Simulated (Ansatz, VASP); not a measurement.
# Two plane-wave programs on Ba

```
CELL_PARAMETERS angstrom
4.08281 0.00000 0.00000
0.00000 4.08281 0.00000
0.00000 0.00000 4.08281
ATOMIC_POSITIONS crystal
Ba 0.00000 0.00000 0.00000
```

Alike in both runs: task relaxation of cell and atoms; functional PBE; k mesh 14 × 14 × 14; occupations gaussian, width 0.1 eV; no spin polarisation.

|  | VASP | Ansatz |
| --- | --- | --- |
| version | VASP 6.6.1 | Ansatz 0.2.0 |
| potentials or method | VASP PAW PBE potentials, release 64 (Ba_sv), cutoff 600 eV | scalar-relativistic, plane waves, PAW |
| valence electrons in the cell | 10 | 10 |

Ansatz gave:

```
gap on the k mesh at the Fermi level, each at its own relaxed structure (eV) : none
relaxed volume (Å³/atom)                                                     : 61.47
relaxed cell length with the largest relative difference (Å)                 : 3.947
```

Question: What did VASP give for the same quantities?

Answer: gap on the k mesh at the Fermi level, each at its own relaxed structure (eV): none; relaxed volume (Å³/atom): 62.48; relaxed cell length with the largest relative difference (Å): 3.968.

A gap of «none» marks a metal or a gap that the smearing closes.

Spin-orbit coupling is off throughout.
